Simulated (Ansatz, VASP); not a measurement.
## TaN: VASP beside Ansatz

INCAR

```
  ALGO = Normal
  EDIFF = 1E-8
  ENCUT = 520
  GGA = PS
  GGA_COMPAT = False
  ISIF = 2
  ISMEAR = -1
  LASPH = True
  LCHARG = False
  LEFG = True
  LREAL = False
  LWAVE = False
  NBANDS = 16
  NELM = 120
  PREC = Accurate
  SIGMA = 0.02
```

Contents of KPOINTS:

```
k-points
0
Gamma
  9 9 9
```

Contents of POSCAR:

```
TaN
1.0
    0.0000000000      2.1790000000      2.2225800000
    2.1790000000      0.0000000000      2.2225800000
    2.1790000000      2.1790000000      0.0000000000
Ta N
1 1
Direct
    0.5000000000      0.5000000000      0.5000000000
    0.0000000000      0.0000000000      0.0000000000
```

Input for Ansatz:

```yaml
crystal:
  lattice:
    - [0.0, 2.179, 2.22258]
    - [2.179, 0.0, 2.22258]
    - [2.179, 2.179, 0.0]
  atoms:
    - { symbol: Ta, position: [0.5, 0.5, 0.5] }
    - { symbol: "N", position: [0.0, 0.0, 0.0] }
kpoints:
  mp_grid: { grid: [9, 9, 9] }
scf:
  occupations: { method: fermi_dirac, width: 0.02 }
hamiltonian:
  xc: pbesol
  pseudopotentials: { kind: paw }
output:
  forces: true
  stress: true
  eigenvalues: true
  efg: { contact_densities: true }
```

Change from the starting cell: zz strain of +2 %, PAW files.

Alike in both runs: task electric field gradients; functional PBEsol; k mesh 9 × 9 × 9; occupations fermi-dirac, width 0.02 eV; no spin polarisation.

|  | VASP | Ansatz |
| --- | --- | --- |
| version | VASP 6.6.1 | Ansatz 0.2.0 |
| potentials or method | VASP PAW PBE potentials, release 64 (Ta_sv_GW, N) | PAW with Ansatz's default frozen-core files, scalar-relativistic |
| plane-wave cutoff (eV) | 520 | 420 |
| valence electrons in the cell | 18 | 18 |

Ansatz gave:

- size of Vzz on the site where it differs most (V/Å²): 93.2

Q: What did VASP give for the same quantities?

A: Size of Vzz on the site where it differs most (V/Å²): 93.6.

VASP's potentials were made for PBE, not for PBEsol. The functional is the same, so the differences come from potentials, cutoffs and numerics.

Spin-orbit coupling is off throughout.
